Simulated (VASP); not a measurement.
# BN (P6_3/mmc) in VASP: a series of runs

BN is run at these levels: LDA; tasks: single point.

All numbers are computed with VASP 6.6.1; they aren't measurements. Logs are shortened: lines on timing, memory, paths and dates and some standing lists are left out, and cuts for length are marked.

### 1 The cell of the first run

It takes space group P6_3/mmc (No. 194, hexagonal). Conventional cell: a = 2.468 Å, b = 2.468 Å, c = 6.601 Å, α = 90.00°, β = 90.00°, γ = 120.00°. B (site symmetry -6m2) has 3 N at 1.43 Å within 1.9 Å. Within 1.9 Å of N (site symmetry -6m2) lie 3 B at 1.43 Å.

### 2 Single point, LDA (volume 8.707 Å^3 an atom, c/a of the conventional cell 2.6740)

INCAR

```
PREC     = Accurate       # precision mode
ENCUT    = 520            # plane-wave cutoff, eV
EDIFF    = 1E-7           # SCF threshold, eV
ISMEAR   = 0              # smearing method
SIGMA    = 0.05           # smearing width, eV
LREAL    = False          # projectors in reciprocal space
LASPH    = True           # aspherical terms in the spheres
NELM     = 60             # most SCF steps
ALGO     = Normal         # electronic algorithm
ISIF     = 2              # what is computed and relaxed
LWAVE    = False          # write WAVECAR
LCHARG   = True           # write CHGCAR
GGA      = CA             # functional
LELF     = True           # ELF
LVHAR    = True         
NBANDS   = 16             # bands
```

KPOINTS

```
regular mesh
0
Gamma
  12 12 4
```

POSCAR

```
BN
1.0
    2.4684242954      0.0000000000      0.0000000000
   -1.2342121477      2.1377181471      0.0000000000
    0.0000000000      0.0000000000      6.6005665658
B N
2 2
Direct
    0.3333333333      0.6666666667      0.2500000000
    0.6666666667      0.3333333333      0.7500000000
    0.3333333333      0.6666666667      0.7500000000
    0.6666666667      0.3333333333      0.2500000000
```

Potentials or basis: VASP PAW LDA potentials, release 64 (B, N).

The run is started by

```bash
> cat potpaw_LDA.64/B/POTCAR potpaw_LDA.64/N/POTCAR > POTCAR
> mpirun -np 1 vasp_std > vasp.out
```

OUTCAR:

```text
PREC = Accurate
   ENCUT = 520
   EDIFF = 1E-7
   ISMEAR = 0
   LREAL = False
   LASPH = True
   NELM = 60
   ISIF = 2
   GGA = CA

 ion  position               nearest neighbor table
   1  0.333  0.667  0.250-   4 1.43   4 1.43   4 1.43
   2  0.667  0.333  0.750-   3 1.43   3 1.43   3 1.43
   3  0.333  0.667  0.750-   2 1.43   2 1.43   2 1.43
   4  0.667  0.333  0.250-   1 1.43   1 1.43   1 1.43

  LATTYP: Found a hexagonal cell.
 ALAT       =     2.4684242954
 C/A-ratio  =     2.6740000000

  Lattice vectors:

 A1 = (   2.4684242954,   0.0000000000,   0.0000000000)
 A2 = (  -1.2342121477,   2.1377181471,   0.0000000000)
 A3 = (   0.0000000000,   0.0000000000,   6.6005665658)

Analysis of symmetry for initial positions (statically):
=====================================================================
 Subroutine PRICEL returns:
 Original cell was already a primitive cell.

 Routine SETGRP: Setting up the symmetry group for a
 hexagonal supercell.

 Subroutine GETGRP returns: Found 24 space group operations
 (whereof 12 operations were pure point group operations)
 out of a pool of 24 trial point group operations.

The static configuration has the point symmetry D_3d.
 The point group associated with its full space group is D_6h.

Analysis of symmetry for dynamics (positions and initial velocities):
=====================================================================
 Subroutine PRICEL returns:
 Original cell was already a primitive cell.

 Routine SETGRP: Setting up the symmetry group for a
 hexagonal supercell.

 Subroutine GETGRP returns: Found 24 space group operations
 (whereof 12 operations were pure point group operations)
 out of a pool of 24 trial point group operations.

The dynamic configuration has the point symmetry D_3d.
 The point group associated with its full space group is D_6h.

 Subroutine INISYM returns: Found 24 space group operations
 (whereof 12 operations are pure point group operations),
 and found     1 'primitive' translations

----------------------------------------------------------------------------------------

                                     Primitive cell

  volume of cell :      34.8298

  direct lattice vectors                    reciprocal lattice vectors
     2.468424295  0.000000000  0.000000000     0.405116739  0.233894258  0.000000000
    -1.234212148  2.137718147  0.000000000     0.000000000  0.467788516  0.000000000
     0.000000000  0.000000000  6.600566566     0.000000000  0.000000000  0.151502146

  length of vectors
     2.468424295  2.468424295  6.600566566     0.467788516  0.467788516  0.151502146

  position of ions in fractional coordinates (direct lattice)
     0.333333333  0.666666667  0.250000000
     0.666666667  0.333333333  0.750000000
     0.333333333  0.666666667  0.750000000
     0.666666667  0.333333333  0.250000000

  ion indices of the primitive-cell ions
   primitive index   ion index
                 1           1
                 2           2
                 3           3
                 4           4

----------------------------------------------------------------------------------------

 KPOINTS: regular mesh

Automatic generation of k-mesh.
 Grid dimensions read from file:
 generate k-points for:   12   12    4

 Generating k-lattice:

  Cartesian coordinates                     Fractional coordinates (reciprocal lattice)
     0.033759728  0.019491188  0.000000000     0.083333333 -0.000000000  0.000000000
     0.000000000  0.038982376  0.000000000     0.000000000  0.083333333  0.000000000
     0.000000000  0.000000000  0.037875537     0.000000000  0.000000000  0.250000000

  Length of vectors
     0.038982376  0.038982376  0.037875537

  Shift w.r.t. Gamma in fractional coordinates (k-lattice)
     0.000000000  0.000000000  0.000000000

 Subroutine IBZKPT returns following result:
 ===========================================

 Found     57 irreducible k-points:

 Following reciprocal coordinates:
            Coordinates               Weight
  0.000000  0.000000  0.000000      1.000000
  0.083333  0.000000  0.000000      6.000000
  0.166667  0.000000  0.000000      6.000000
  0.250000  0.000000  0.000000      6.000000
  0.333333  0.000000  0.000000      6.000000
  0.416667  0.000000  0.000000      6.000000
[... 16 lines left out ...]
  0.250000  0.000000  0.250000     12.000000
  0.333333  0.000000  0.250000     12.000000
 [... further k-points ...]
   k-points           NKPTS =     57   k-points in BZ     NKDIM =     57   number of bands    NBANDS=     16
   number of dos      NEDOS =    301   number of ions     NIONS =      4
   total plane-waves  NPLWV =  16200
   dimension x,y,z NGX =    18 NGY =   18 NGZ =   50
   dimension x,y,z NGXF=    36 NGYF=   36 NGZF=  100
   ions per type =               2   2
   NGX,Y,Z   is equivalent  to a cutoff of  12.12, 12.12, 12.59 a.u.
   NGXF,Y,Z  is equivalent  to a cutoff of  24.25, 24.25, 25.19 a.u.
 SYSTEM =  unknown system
   PREC   = accura    normal or accurate (medium, high low for compatibility)
   ISTART =      0    job   : 0-new  1-cont  2-samecut
   ICHARG =      2    charge: 1-file 2-atom 10-const
   ISPIN  =      1    spin polarized calculation?
   LNONCOLLINEAR =      F non collinear calculations
   LSORBIT =      F    spin-orbit coupling
   LASPH  =      T    aspherical Exc in radial PAW
   ENCUT  =  520.0 eV  38.22 Ry    6.18 a.u.   4.59  4.59 12.27*2*pi/ulx,y,z
   NELM   =     60;   NELMIN=  2; NELMDL= -5     # of ELM steps
   EDIFF  = 0.1E-06   stopping-criterion for ELM
   LREAL  =      F    real-space projection
   EDIFFG = 0.1E-05   stopping-criterion for IOM
   NSW    =      0    number of steps for IOM
   IBRION =     -1    ionic relax: 0-MD 1-quasi-New 2-CG
   NFREE  =      0    steps in history (QN), initial steepest desc. (CG)
   ISIF   =      2    stress and relaxation
   ISYM   =      2    0-nonsym 1-usesym 2-fastsym
   POTIM  = 0.5000    time-step for ionic-motion
   TEBEG  =    0.0;   TEEND  =   0.0 temperature during run
   PSTRESS=    0.0 pullay stress
   NELECT =      16.0000    total number of electrons
   NUPDOWN=      -1.0000    fix difference up-down
   EMIN   =  10.00;   EMAX   =-10.00  energy-range for DOS
   EFERMI =   0.00;   METHOD = LEGACY
   ISMEAR =     0;   SIGMA  =   0.05  broadening in eV -4-tet -1-fermi 0-gaus
   EFERMI_NEDOS =   21; number of points for ismear=-14 and -15
   IALGO  =     38    algorithm
   IMIX   =      4    mixing-type and parameters
     AMIX     =   0.40;   BMIX     =  1.00
     AMIX_MAG =   1.60;   BMIX_MAG =  1.00
  volume/ion in A,a.u.               =       8.71        58.76
  Fermi-wavevector in a.u.,A,eV,Ry     =   1.263177  2.387059 21.709688  1.595617
  Thomas-Fermi vector in A             =   2.396548
   LORBIT       =      0    0 simple, 1 ext, 2 COOP (PROOUT), +10 PAW based schemes
   GGA     = CA    functional components
   LHFCALC =     F    Hartree Fock is set to
   AEXX    =    0.0000 exact exchange contribution
   IVDW    =     0    specifies the selected vdW correction
   LEPSILON=     F    determine dielectric tensor
   LRPA    =     F    only Hartree local field effects (RPA)
 non-spin polarized calculation
 Gauss-broadening in eV      SIGMA  =   0.05
  energy-cutoff  :      520.00
  volume of cell :       34.83
 maximum number of plane-waves:       967
   NGX =  9   NGY =  9   NGZ = 25

 number of electron      15.9999998 magnetization

 Free energy of the ion-electron system (eV)
  ---------------------------------------------------
  ext. energy  EPLUGINS =         0.00000000
  ---------------------------------------------------
  free energy    TOTEN  =       -38.55930839 eV

  energy without entropy =      -38.55930839  energy(sigma->0) =      -38.55930839

 E-fermi :   2.6081     XC(G=0): -10.6487

 val. band max:        2.3857817128   @ k =   0.3333   0.3333   0.5000
 cond. band min:       6.5160622328   @ k =   0.5000   0.0000   0.0000
 fundamental gap:      4.1302805200
 Fermi energy:         2.6080643599

 k-point     1 :       0.0000    0.0000    0.0000
  band No.  band energies     occupation
      1     -15.4652      2.00000
      2     -15.1399      2.00000
      3      -4.1883      2.00000
      4      -1.9389      2.00000
      5       1.0950      2.00000
      6       1.0950      2.00000
[... 8 lines left out ...]
     15      15.4575      0.00000
     16      15.7515      0.00000

 k-point     2 :       0.0833    0.0000    0.0000
  band No.  band energies     occupation
      1     -15.3247      2.00000
      2     -15.0046      2.00000
      3      -3.9937      2.00000
      4      -1.7639      2.00000
      5       0.5370      2.00000
      6       0.5699      2.00000
[... 8 lines left out ...]
     15      15.2250      0.00000
     16      15.8715      0.00000

 k-point     3 :       0.1667    0.0000    0.0000
  band No.  band energies     occupation
      1     -14.9104      2.00000
      2     -14.6059      2.00000
      3      -3.4167      2.00000
      4      -1.2493      2.00000
      5      -0.8891      2.00000
      6      -0.8484      2.00000
[... 8 lines left out ...]
     15      16.5851      0.00000
     16      16.8895      0.00000

 k-point     4 :       0.2500    0.0000    0.0000
  band No.  band energies     occupation
      1     -14.2473      2.00000
      2     -13.9702      2.00000
      3      -2.7172      2.00000
      4      -2.6536      2.00000
      5      -2.4814      2.00000
      6      -0.6072      2.00000
[... 8 lines left out ...]
     15      18.0002      0.00000
     16      18.8215      0.00000
[... 324 lines left out ...]
 k-point    22 :       0.1667    0.0000    0.2500
  band No.  band energies     occupation
      1     -14.8683      2.00000
      2     -14.6531      2.00000
      3      -3.1553      2.00000
      4      -1.6558      2.00000
      5      -0.8775      2.00000
      6      -0.8366      2.00000
[... 8 lines left out ...]
     15      16.4823      0.00000
     16      16.5667      0.00000

 k-point    23 :       0.2500    0.0000    0.2500
  band No.  band energies     occupation
      1     -14.2088      2.00000
      2     -14.0129      2.00000
      3      -2.7320      2.00000
      4      -2.6711      2.00000
      5      -2.2021      2.00000
      6      -0.7862      2.00000
[... 8 lines left out ...]
     15      18.8374      0.00000
     16      18.9222      0.00000

 k-point    24 :       0.3333    0.0000    0.2500
  band No.  band energies     occupation
      1     -13.3667      2.00000
      2     -13.2018      2.00000
      3      -4.5461      2.00000
      4      -4.4848      2.00000
      5      -1.2528      2.00000
      6      -1.2088      2.00000
[... 8 lines left out ...]
     15      19.3749      0.00000
     16      21.4543      0.00000

 [... further k-points ...]

------------------------ aborting loop because EDIFF is reached ----------------------------------------

  FORCE on cell =-STRESS in cart. coord.  units (eV):
  Direction    XX          YY          ZZ          XY          YZ          ZX
  --------------------------------------------------------------------------------------
  -------------------------------------------------------------------------------------
  Total        2.2510214      2.2510214     -0.1231767      0.0000000      0.0000000      0.0000000
  in kB      103.5472914    103.5472914     -5.6661437      0.0000000      0.0000000      0.0000000
  external PRESSURE =      67.1428130 kB  Pullay stress =       0.0000000 kB

 VOLUME and BASIS-vectors are now :
 -----------------------------------------------------------------------------
  energy-cutoff  :      520.00
  volume of cell :       34.83
      direct lattice vectors                 reciprocal lattice vectors
     2.468424295  0.000000000  0.000000000     0.405116739  0.233894258  0.000000000
    -1.234212148  2.137718147  0.000000000     0.000000000  0.467788516  0.000000000
     0.000000000  0.000000000  6.600566566     0.000000000  0.000000000  0.151502146

 POSITION                                       TOTAL-FORCE (eV/Angst)
 -----------------------------------------------------------------------------------
     -0.00000      1.42515      1.65014        -0.000000      0.000000      0.000000
      1.23421      0.71257      4.95042         0.000000     -0.000000      0.000000
     -0.00000      1.42515      4.95042        -0.000000      0.000000      0.000000
      1.23421      0.71257      1.65014        -0.000000      0.000000      0.000000
 -----------------------------------------------------------------------------------
    total drift:                               -0.000000      0.000000      0.000000

  FREE ENERGIE OF THE ION-ELECTRON SYSTEM (eV)
  ---------------------------------------------------
  free  energy   TOTEN  =       -38.5593083895 eV

  energy  without entropy=      -38.5593083895  energy(sigma->0) =      -38.55930839
```

It took 20 s on 1 thread of Intel Xeon Platinum 8375C at 2.90GHz (Ice Lake), shared host; peak memory 0.14 GiB.

Results:

* Free energy: -38.5593 eV
* Pressure: 6.7 GPa
* Band gap on the k mesh: 4.13 eV, indirect (least direct gap 4.59 eV)

Stress tensor (GPa, compression positive):
```
10.35  0.00  0.00
 0.00 10.35  0.00
 0.00  0.00 -0.57
```

### 3 Single point, LDA (volume 8.707 Å^3 an atom, c/a of the conventional cell 2.8061)

INCAR

```
PREC = Accurate
ENCUT = 520
EDIFF = 1E-7
ISMEAR = 0
SIGMA = 0.05
LREAL = False
LASPH = True
NELM = 80
ALGO = Normal
ISIF = 2
LWAVE = False
LCHARG = True
LELF = True
LVHAR = True
NBANDS = 16
```

KPOINTS is that of step 2.

POSCAR

```
BN
1.0
    2.4290655350      0.0000000000      0.0000000000
   -1.2145327675      2.1036324607      0.0000000000
    0.0000000000      0.0000000000      6.8162007977
B N
2 2
Direct
    0.3333333333      0.6666666667      0.2500000000
    0.6666666667      0.3333333333      0.7500000000
    0.3333333333      0.6666666667      0.7500000000
    0.6666666667      0.3333333333      0.2500000000
```

Potentials or basis: VASP PAW LDA potentials, release 64 (B, N).

The run is started by

```bash
> cat potpaw_LDA.64/B/POTCAR potpaw_LDA.64/N/POTCAR > POTCAR
> mpirun -np 1 vasp_std > vasp.out
```

Run time: 21 s. Hardware: 1 thread of Intel Xeon Platinum 8375C at 2.90GHz (Ice Lake), shared host; peak memory 0.14 GiB.

The run converged. Its results:

```yaml
Free_energy: -38.4130 eV
Pressure: 19.6 GPa
Band_gap_on_the_k_mesh: 4.25 eV, indirect (least direct gap 4.73 eV)
```

Stress tensor (GPa, compression positive):
```
30.04  0.00  0.00
 0.00 30.04  0.00
 0.00  0.00 -1.16
```

Levels at points of the mesh, in eV from the valence-band top:
| k point | band 6 | band 7 | band 8 | band 9 | band 10 | band 11 |
| --- | --- | --- | --- | --- | --- | --- |
| (0.00, 0.00, 0.00) | -1.23 | -1.21 | -1.21 | 4.69 | 9.87 | 12.21 |
| (0.50, 0.00, 0.00) | -4.25 | -1.48 | -0.60 | 4.25 | 5.58 | 10.23 |
| (0.00, 0.00, 0.50) | -1.22 | -1.22 | -1.22 | 7.02 | 7.02 | 12.26 |
| (0.50, 0.00, 0.50) | -4.27 | -1.03 | -1.03 | 4.73 | 4.73 | 10.82 |

### 4 Single point, LDA (volume 8.707 Å^3 an atom, c/a of the conventional cell 2.3138)

INCAR

```
SYSTEM = BN
PREC = Accurate ; ENCUT = 520
EDIFF = 1E-6 ; ISMEAR = 0
SIGMA = 0.05 ; LREAL = .FALSE.
LASPH = .TRUE. ; NELM = 60
ALGO = Normal ; ISIF = 2
LWAVE = .FALSE. ; LCHARG = .FALSE.
GGA = CA ; NBANDS = 16
```

KPOINTS

```
regular mesh
0
G
  12 12 4
  0 0 0
```

POSCAR

```
BN
1.0
    2.5903891222      0.0000000000      0.0000000000
   -1.2951945611      2.2433427855      0.0000000000
    0.0000000000      0.0000000000      5.9936423510
B N
2 2
Direct
    0.3333333333      0.6666666667      0.2500000000
    0.6666666667      0.3333333333      0.7500000000
    0.3333333333      0.6666666667      0.7500000000
    0.6666666667      0.3333333333      0.2500000000
```

The run is started by

```bash
> cat potpaw_LDA.64/B/POTCAR potpaw_LDA.64/N/POTCAR > POTCAR
> mpirun -np 1 vasp_std > vasp.out
```

It took 18 s on 1 thread of Intel Xeon Platinum 8375C at 2.90GHz (Ice Lake), shared host; peak memory 0.15 GiB.

It converged, with:

| Property | Result |
| --- | --- |
| Free energy | -38.2066 eV |
| Pressure | -25.9 GPa |
| Band gap on the k mesh | 3.77 eV, indirect (least direct gap 3.97 eV) |

Stress tensor (GPa, compression positive):
```
-40.08   0.00   0.00
  0.00 -40.08   0.00
  0.00   0.00   2.56
```

Levels at points of the mesh, in eV from the valence-band top:
```
           k point  band 5  band 6  band 7  band 8  band 9  band 10  band 11  band 12
(0.00, 0.00, 0.00)   -1.56   -1.56   -1.44   -1.44    5.62    10.42    10.42    10.53
(0.50, 0.00, 0.00)   -4.14   -3.95   -1.93   -0.20    3.77     5.80     8.62     8.64
(0.00, 0.00, 0.50)   -1.50   -1.50   -1.50   -1.50    8.29     8.29    10.57    10.57
(0.50, 0.00, 0.50)   -4.05   -4.05   -0.95   -0.95    4.26     4.26     8.84     8.84
```

 A k mesh can miss the band edges.

### 5 Single point, LDA (volume 8.707 Å^3 an atom, c/a of the conventional cell 2.9448)

INCAR

```
  ALGO = Normal
  EDIFF = 1E-7
  ENCUT = 520
  ISIF = 2
  ISMEAR = 0
  LASPH = True
  LCHARG = True
  LELF = True
  LREAL = False
  LVHAR = True
  LWAVE = False
  NBANDS = 16
  NELM = 80
  PREC = Accurate
  SIGMA = 0.05
```

KPOINTS

```
k-points
0
Gamma
  12 12 4
```

POSCAR

```
BN
1.0
    2.3903143118      0.0000000000      0.0000000000
   -1.1951571559      2.0700729170      0.0000000000
    0.0000000000      0.0000000000      7.0389975854
B N
2 2
Direct
    0.3333333333      0.6666666667      0.2500000000
    0.6666666667      0.3333333333      0.7500000000
    0.3333333333      0.6666666667      0.7500000000
    0.6666666667      0.3333333333      0.2500000000
```

The run is started by

```bash
> cat potpaw_LDA.64/B/POTCAR potpaw_LDA.64/N/POTCAR > POTCAR
> mpirun -np 1 vasp_std > vasp.out
```

Wall time 22 s (1 thread of Intel Xeon Platinum 8375C at 2.90GHz (Ice Lake), shared host); peak memory 0.14 GiB.

The run converged. Its results:

| Quantity | Value |
| --- | --- |
| Free energy | -38.1206 eV |
| Pressure | 33.6 GPa |
| Band gap on the k mesh | 4.38 eV, indirect (least direct gap 4.85 eV) |

Stress tensor (GPa, compression positive):
```
51.20  0.00  0.00
 0.00 51.20  0.00
 0.00  0.00 -1.51
```

Levels at points of the mesh, in eV from the valence-band top:
```csv
k point,band 6,band 7,band 8,band 9,band 10,band 11
"(0.00, 0.00, 0.00)",-1.17,-1.15,-1.15,4.43,9.41,12.64
"(0.50, 0.00, 0.00)",-4.34,-1.44,-0.73,4.38,5.55,10.60
"(0.00, 0.00, 0.50)",-1.16,-1.16,-1.16,6.58,6.58,12.68
"(0.50, 0.00, 0.50)",-4.36,-1.08,-1.08,4.82,4.82,11.28
```

 A k mesh can miss the band edges.

### 6 Overview

```tsv
cell	gap on the mesh (eV)	pressure (GPa)
a = 2.468, b = 2.468, c = 6.601 Å, angles 90.0, 90.0, 120.0°, 4 atoms	4.13	6.7
a = 2.429, b = 2.429, c = 6.816 Å, angles 90.0, 90.0, 120.0°, 4 atoms	4.25	19.6
a = 2.590, b = 2.590, c = 5.994 Å, angles 90.0, 90.0, 120.0°, 4 atoms	3.77	-25.9
a = 2.390, b = 2.390, c = 7.039 Å, angles 90.0, 90.0, 120.0°, 4 atoms	4.38	33.6
```

Alike in all rows: task single point; level LDA; potentials or basis VASP PAW LDA potentials, release 64 (B, N); no spin polarisation; k mesh 12 × 12 × 4; cutoff (eV) 520; smearing gaussian 0.05 eV.

Total energies depend on the potentials used, so only differences within one code and one set of settings carry meaning.
